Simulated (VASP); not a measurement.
# N (Pm-3m) in VASP: a series of runs

N is run at these levels: PBEsol; tasks: single point, relaxation of cell and atoms.

All numbers are computed with VASP 6.6.1; they aren't measurements. Logs are shortened: lines on timing, memory, paths and dates and some standing lists are left out, and cuts for length are marked.

### 1 The cell of the first run

The structure is cubic, space group Pm-3m (No. 221). The conventional cell has a = 1.829 Å, b = 1.829 Å, c = 1.829 Å, α = 90.00°, β = 90.00°, γ = 90.00°. Within 2.4 Å of N (site symmetry m-3m) lie 6 N at 1.83 Å.

### 2 Single point, PBEsol

INCAR

```
  ALGO = Normal
  EDIFF = 1E-6
  ENCUT = 520
  GGA = PS
  ISIF = 2
  ISMEAR = 0
  LASPH = True
  LCHARG = False
  LREAL = False
  LWAVE = False
  NBANDS = 8
  NELM = 80
  PREC = Accurate
  SIGMA = 0.1
```

KPOINTS

```
k-points
0
Gamma
  22 22 22
```

POSCAR

```
N
1.0
    1.8288425832      0.0000000000      0.0000000000
    0.0000000000      1.8288425832      0.0000000000
    0.0000000000      0.0000000000      1.8288425832
N
1
Direct
    0.0000000000      0.0000000000      0.0000000000
```

Potentials or basis: VASP PAW PBE potentials, release 64 (N).

Command:

```bash
> cat potpaw_PBE.64/N/POTCAR > POTCAR
> mpirun -np 1 vasp_std > vasp.out
```

OUTCAR:

```text
EDIFF = 1E-6
   ENCUT = 520
   GGA = PS
   ISIF = 2
   ISMEAR = 0
   LASPH = True
   LREAL = False
   NELM = 80
   PREC = Accurate

 ion  position               nearest neighbor table
   1  0.000  0.000  0.000-

  LATTYP: Found a simple cubic cell.
 ALAT       =     1.8288425832

  Lattice vectors:

 A1 = (   1.8288425832,   0.0000000000,   0.0000000000)
 A2 = (   0.0000000000,   1.8288425832,   0.0000000000)
 A3 = (   0.0000000000,   0.0000000000,   1.8288425832)

Analysis of symmetry for initial positions (statically):
=====================================================================
 Subroutine PRICEL returns:
 Original cell was already a primitive cell.

 Routine SETGRP: Setting up the symmetry group for a
 simple cubic supercell.

 Subroutine GETGRP returns: Found 48 space group operations
 (whereof 48 operations were pure point group operations)
 out of a pool of 48 trial point group operations.

The static configuration has the point symmetry O_h .

Analysis of symmetry for dynamics (positions and initial velocities):
=====================================================================
 Subroutine PRICEL returns:
 Original cell was already a primitive cell.

 Routine SETGRP: Setting up the symmetry group for a
 simple cubic supercell.

 Subroutine GETGRP returns: Found 48 space group operations
 (whereof 48 operations were pure point group operations)
 out of a pool of 48 trial point group operations.

The dynamic configuration has the point symmetry O_h .

 Subroutine INISYM returns: Found 48 space group operations
 (whereof 48 operations are pure point group operations),
 and found     1 'primitive' translations

----------------------------------------------------------------------------------------

                                     Primitive cell

  volume of cell :       6.1169

  direct lattice vectors                    reciprocal lattice vectors
     1.828842583  0.000000000  0.000000000     0.546793917  0.000000000  0.000000000
     0.000000000  1.828842583  0.000000000     0.000000000  0.546793917  0.000000000
     0.000000000  0.000000000  1.828842583     0.000000000  0.000000000  0.546793917

  length of vectors
     1.828842583  1.828842583  1.828842583     0.546793917  0.546793917  0.546793917

  position of ions in fractional coordinates (direct lattice)
     0.000000000  0.000000000  0.000000000

  ion indices of the primitive-cell ions
   primitive index   ion index
                 1           1

----------------------------------------------------------------------------------------

 KPOINTS: k-points

Automatic generation of k-mesh.
 Grid dimensions read from file:
 generate k-points for:   22   22   22

 Generating k-lattice:

  Cartesian coordinates                     Fractional coordinates (reciprocal lattice)
     0.024854269  0.000000000  0.000000000     0.045454545  0.000000000  0.000000000
     0.000000000  0.024854269  0.000000000     0.000000000  0.045454545  0.000000000
     0.000000000  0.000000000  0.024854269     0.000000000  0.000000000  0.045454545

  Length of vectors
     0.024854269  0.024854269  0.024854269

  Shift w.r.t. Gamma in fractional coordinates (k-lattice)
     0.000000000  0.000000000  0.000000000

 Subroutine IBZKPT returns following result:
 ===========================================

 Found    364 irreducible k-points:

 Following reciprocal coordinates:
            Coordinates               Weight
  0.000000  0.000000  0.000000      1.000000
  0.045455  0.000000  0.000000      6.000000
  0.090909  0.000000  0.000000      6.000000
  0.136364  0.000000  0.000000      6.000000
  0.181818  0.000000  0.000000      6.000000
  0.227273  0.000000  0.000000      6.000000
[... 16 lines left out ...]
  0.500000  0.045455  0.000000     12.000000
  0.090909  0.090909  0.000000     12.000000
 [... further k-points ...]
   k-points           NKPTS =    364   k-points in BZ     NKDIM =    364   number of bands    NBANDS=      8
   number of dos      NEDOS =    301   number of ions     NIONS =      1
   total plane-waves  NPLWV =   2744
   dimension x,y,z NGX =    14 NGY =   14 NGZ =   14
   dimension x,y,z NGXF=    28 NGYF=   28 NGZF=   28
   ions per type =               1
   NGX,Y,Z   is equivalent  to a cutoff of  12.73, 12.73, 12.73 a.u.
   NGXF,Y,Z  is equivalent  to a cutoff of  25.45, 25.45, 25.45 a.u.
 SYSTEM =  unknown system
   PREC   = accura    normal or accurate (medium, high low for compatibility)
   ISTART =      0    job   : 0-new  1-cont  2-samecut
   ICHARG =      2    charge: 1-file 2-atom 10-const
   ISPIN  =      1    spin polarized calculation?
   LNONCOLLINEAR =      F non collinear calculations
   LSORBIT =      F    spin-orbit coupling
   LASPH  =      T    aspherical Exc in radial PAW
   ENCUT  =  520.0 eV  38.22 Ry    6.18 a.u.   3.40  3.40  3.40*2*pi/ulx,y,z
   NELM   =     80;   NELMIN=  2; NELMDL= -5     # of ELM steps
   EDIFF  = 0.1E-05   stopping-criterion for ELM
   LREAL  =      F    real-space projection
   EDIFFG = 0.1E-04   stopping-criterion for IOM
   NSW    =      0    number of steps for IOM
   IBRION =     -1    ionic relax: 0-MD 1-quasi-New 2-CG
   NFREE  =      0    steps in history (QN), initial steepest desc. (CG)
   ISIF   =      2    stress and relaxation
   ISYM   =      2    0-nonsym 1-usesym 2-fastsym
   POTIM  = 0.5000    time-step for ionic-motion
   TEBEG  =    0.0;   TEEND  =   0.0 temperature during run
   PSTRESS=    0.0 pullay stress
   NELECT =       5.0000    total number of electrons
   NUPDOWN=      -1.0000    fix difference up-down
   EMIN   =  10.00;   EMAX   =-10.00  energy-range for DOS
   EFERMI =   0.00;   METHOD = LEGACY
   ISMEAR =     0;   SIGMA  =   0.10  broadening in eV -4-tet -1-fermi 0-gaus
   EFERMI_NEDOS =   21; number of points for ismear=-14 and -15
   IALGO  =     38    algorithm
   IMIX   =      4    mixing-type and parameters
     AMIX     =   0.40;   BMIX     =  1.00
     AMIX_MAG =   1.60;   BMIX_MAG =  1.00
  volume/ion in A,a.u.               =       6.12        41.28
  Fermi-wavevector in a.u.,A,eV,Ry     =   1.530694  2.892593 31.878797  2.343025
  Thomas-Fermi vector in A             =   2.638142
   LORBIT       =      0    0 simple, 1 ext, 2 COOP (PROOUT), +10 PAW based schemes
   GGA     = PS    functional components
   LHFCALC =     F    Hartree Fock is set to
   AEXX    =    0.0000 exact exchange contribution
   IVDW    =     0    specifies the selected vdW correction
   LEPSILON=     F    determine dielectric tensor
   LRPA    =     F    only Hartree local field effects (RPA)
 non-spin polarized calculation
 Gauss-broadening in eV      SIGMA  =   0.10
  energy-cutoff  :      520.00
  volume of cell :        6.12
 maximum number of plane-waves:       174
 NGX is ok and might be reduce to    14
   NGX =  7   NGY =  7   NGZ =  7

 number of electron       4.9999999 magnetization

 Free energy of the ion-electron system (eV)
  ---------------------------------------------------
  ext. energy  EPLUGINS =         0.00000000
  ---------------------------------------------------
  free energy    TOTEN  =        -5.63136610 eV

  energy without entropy =       -5.62937590  energy(sigma->0) =       -5.63037100

 E-fermi :   8.4928     XC(G=0): -13.7769

 val. band max:        8.4742341275   @ k =   0.1818   0.1364   0.0909
 cond. band min:       8.5053971888   @ k =   0.4545   0.2727   0.2273
 fundamental gap:      0.0311630613
 Fermi energy:         8.4928056268

 k-point     1 :       0.0000    0.0000    0.0000
  band No.  band energies     occupation
      1     -14.9959      2.00000
      2      12.8410      0.00000
      3      12.8410      0.00000
      4      12.8410      0.00000
      5      31.7983      0.00000
      6      34.5274      0.00000
      7      34.5274      0.00000
      8      59.6299      0.00000

 k-point     2 :       0.0455    0.0000    0.0000
  band No.  band energies     occupation
      1     -14.9220      2.00000
      2      12.4505      0.00000
      3      12.8776      0.00000
      4      12.8776      0.00000
      5      31.8521      0.00000
      6      34.6121      0.00000
      7      34.9019      0.00000
      8      59.3045      0.00000

 k-point     3 :       0.0909    0.0000    0.0000
  band No.  band energies     occupation
      1     -14.7007      2.00000
      2      11.3733      0.00000
      3      12.9857      0.00000
      4      12.9857      0.00000
      5      31.9827      0.00000
      6      34.8656      0.00000
      7      35.9390      0.00000
      8      58.3757      0.00000

 k-point     4 :       0.1364    0.0000    0.0000
  band No.  band energies     occupation
      1     -14.3335      2.00000
      2       9.8162      0.00000
      3      13.1588      0.00000
      4      13.1588      0.00000
      5      32.1561      0.00000
      6      35.2854      0.00000
      7      37.3958      0.00000
      8      56.9843      0.00000

 k-point     5 :       0.1818    0.0000    0.0000
  band No.  band energies     occupation
      1     -13.8227      2.00000
      2       7.9812      2.00000
      3      13.3872      0.00000
      4      13.3872      0.00000
      5      32.3637      0.00000
      6      35.8669      0.00000
      7      38.9597      0.00000
      8      55.3296      0.00000

 k-point     6 :       0.2273    0.0000    0.0000
  band No.  band energies     occupation
      1     -13.1724      2.00000
      2       6.0176      2.00000
      3      13.6561      0.00000
      4      13.6561      0.00000
      5      32.6012      0.00000
      6      36.6020      0.00000
      7      40.3445      0.00000
      8      53.6008      0.00000

 k-point     7 :       0.2727    0.0000    0.0000
  band No.  band energies     occupation
      1     -12.3902      2.00000
      2       4.0271      2.00000
      3      13.9474      0.00000
      4      13.9474      0.00000
      5      32.8600      0.00000
      6      37.4771      0.00000
      7      41.3549      0.00000
      8      51.9435      0.00000

 k-point     8 :       0.3182    0.0000    0.0000
  band No.  band energies     occupation
      1     -11.4881      2.00000
      2       2.0822      2.00000
      3      14.2370      0.00000
      4      14.2370      0.00000
      5      33.1239      0.00000
      6      38.4655      0.00000
      7      41.9392      0.00000
      8      50.4632      0.00000

 k-point     9 :       0.3636    0.0000    0.0000
  band No.  band energies     occupation
      1     -10.4915      2.00000
      2       0.2456      2.00000
      3      14.5006      0.00000
      4      14.5006      0.00000
      5      33.3724      0.00000
      6      39.5199      0.00000
      7      42.1844      0.00000
      8      49.2358      0.00000

 k-point    10 :       0.4091    0.0000    0.0000
  band No.  band energies     occupation
      1      -9.4587      2.00000
      2      -1.4013      2.00000
      3      14.7123      0.00000
      4      14.7123      0.00000
      5      33.5795      0.00000
      6      40.5452      0.00000
      7      42.2300      0.00000
      8      48.3174      0.00000
[... 78 lines left out ...]
 k-point    18 :       0.2727    0.0455    0.0000
  band No.  band energies     occupation
      1     -12.3183      2.00000
      2       4.0811      2.00000
      3      13.6202      0.00000
      4      13.9806      0.00000
      5      32.7815      0.00000
      6      37.7065      0.00000
      7      41.4201      0.00000
      8      51.4143      0.00000

 k-point    19 :       0.3182    0.0455    0.0000
  band No.  band energies     occupation
      1     -11.4172      2.00000
      2       2.1400      2.00000
      3      13.9252      0.00000
      4      14.2697      0.00000
      5      32.9834      0.00000
      6      38.6737      0.00000
      7      41.9887      0.00000
      8      49.9201      0.00000

 k-point    20 :       0.3636    0.0455    0.0000
  band No.  band energies     occupation
      1     -10.4216      2.00000
      2       0.3067      2.00000
      3      14.2042      0.00000
      4      14.5325      0.00000
      5      33.1625      0.00000
      6      39.7119      0.00000
      7      42.2338      0.00000
      8      48.6153      0.00000

 k-point    21 :       0.4091    0.0455    0.0000
  band No.  band energies     occupation
      1      -9.3901      2.00000
      2      -1.3375      2.00000
      3      14.4289      0.00000
      4      14.7434      0.00000
      5      33.3022      0.00000
      6      40.7391      0.00000
      7      42.2969      0.00000
      8      47.5328      0.00000

 k-point    22 :       0.4545    0.0455    0.0000
  band No.  band energies     occupation
      1      -8.4764      2.00000
      2      -2.6238      2.00000
      3      14.5753      0.00000
      4      14.8805      0.00000
      5      33.3904      0.00000
      6      41.5835      0.00000
      7      42.2958      0.00000
      8      46.7389      0.00000

 k-point    23 :       0.5000    0.0455    0.0000
  band No.  band energies     occupation
      1      -8.0615      2.00000
      2      -3.1640      2.00000
      3      14.6258      0.00000
      4      14.9280      0.00000
      5      33.4201      0.00000
      6      41.9316      0.00000
      7      42.2970      0.00000
      8      46.4193      0.00000

 k-point    24 :       0.0909    0.0909    0.0000
  band No.  band energies     occupation
      1     -14.4065      2.00000
      2      11.2889      0.00000
      3      11.7974      0.00000
      4      13.1288      0.00000
      5      32.1357      0.00000
      6      35.7263      0.00000
      7      36.7335      0.00000
      8      56.5288      0.00000

 [... further k-points ...]

------------------------ aborting loop because EDIFF is reached ----------------------------------------

  FORCE on cell =-STRESS in cart. coord.  units (eV):
  Direction    XX          YY          ZZ          XY          YZ          ZX
  --------------------------------------------------------------------------------------
  -------------------------------------------------------------------------------------
  Total       -0.0105638     -0.0105638     -0.0105638     -0.0000000     -0.0000000      0.0000000
  in kB       -2.7669565     -2.7669565     -2.7669565     -0.0000000     -0.0000000      0.0000000
  external PRESSURE =      -2.7669565 kB  Pullay stress =       0.0000000 kB

 VOLUME and BASIS-vectors are now :
 -----------------------------------------------------------------------------
  energy-cutoff  :      520.00
  volume of cell :        6.12
      direct lattice vectors                 reciprocal lattice vectors
     1.828842583  0.000000000  0.000000000     0.546793917  0.000000000  0.000000000
     0.000000000  1.828842583  0.000000000     0.000000000  0.546793917  0.000000000
     0.000000000  0.000000000  1.828842583     0.000000000  0.000000000  0.546793917

 POSITION                                       TOTAL-FORCE (eV/Angst)
 -----------------------------------------------------------------------------------
      0.00000      0.00000      0.00000         0.000000      0.000000      0.000000
 -----------------------------------------------------------------------------------
    total drift:                               -0.000000     -0.000000     -0.000000

  FREE ENERGIE OF THE ION-ELECTRON SYSTEM (eV)
  ---------------------------------------------------
  free  energy   TOTEN  =        -5.6313660969 eV

  energy  without entropy=       -5.6293759019  energy(sigma->0) =       -5.63037100
```

Wall time 3.3 s (1 thread of Intel Xeon 6975P-C (Granite Rapids), shared host); peak memory 0.11 GiB.

Results:

```
Free energy : -5.6314 eV
Pressure    : -0.3 GPa
```

Caveat: the PAW data sets were made with another functional, which shifts forces and pressure a little.

### 3 Relaxation of cell and atoms, PBEsol

This run uses another cell than the first one, of 6.17 Å³/atom, 1.008 times its volume.

INCAR

```
SYSTEM = N
ALGO = Normal
EDIFF = 1E-6
EDIFFG = -0.01
ENCUT = 600
GGA = PS
IBRION = 2
ISIF = 3
ISMEAR = 0
LASPH = .True.
LCHARG = .False.
LREAL = .False.
LWAVE = .False.
NELM = 60
NSW = 80
PREC = Accurate
SIGMA = 0.1
```

KPOINTS

```
k-points
0
Gamma
  22 22 22
  0 0 0
```

POSCAR

```
N
1.0
    1.8338237692      0.0000000000      0.0000000000
    0.0000000000      1.8338237692      0.0000000000
    0.0000000000      0.0000000000      1.8338237692
N
1
Direct
    0.0000000000      0.0000000000      0.0000000000
```

Potentials or basis: VASP PAW PBE potentials, release 64 (N).

Command:

```bash
> cat potpaw_PBE.64/N/POTCAR > POTCAR
> mpirun -np 1 vasp_std > vasp.out
```

Wall time 6.2 s (1 thread of Intel Xeon 6975P-C (Granite Rapids), shared host); peak memory 0.12 GiB.

It converged, with:

```
Free energy                            : -5.6344 eV
Relaxed volume                         : 6.09 Å³/atom
Relaxed cell                           : a = 1.827 Å, b = 1.827 Å, c = 1.827 Å, α = 90.00°, β = 90.00°, γ = 90.00°
Space group after relaxing (to 0.05 Å) : Pm-3m (No. 221)
Energy gained by relaxing              : 0.7 meV/atom
Ionic steps                            : 3
Pressure after relaxing                : 0.0 GPa
```

The path:
```
step  energy change (eV)  largest force (eV/Å)  pressure (GPa)  volume (Å³)
   1              0.0000                0.0000           -2.81         6.17
   2             -0.0006                0.0000            0.97         6.07
   3             -0.0007                0.0000            0.00         6.09
```

Final structure:
```
N
1.0
     1.82652    0.00000    0.00000
     0.00000    1.82652    0.00000
     0.00000    0.00000    1.82652
N
1
Direct
  0.00000 0.00000 0.00000
```

Levels at points of the mesh, in eV from the Fermi level:
```csv
k point,band 1,band 2,band 3,band 4,band 5,band 6
"(0.00, 0.00, 0.00)",-23.55,4.36,4.36,4.36,23.38,26.06
"(0.50, 0.00, 0.00)",-16.65,-11.78,6.43,6.43,25.33,33.24
"(0.50, 0.50, 0.00)",-10.03,-7.13,-7.13,8.10,9.86,36.98
"(0.50, 0.50, 0.50)",-3.51,-3.51,-3.51,-3.48,18.60,18.60
```

Caveat: the PAW data sets were made with another functional, which shifts forces and pressure a little.
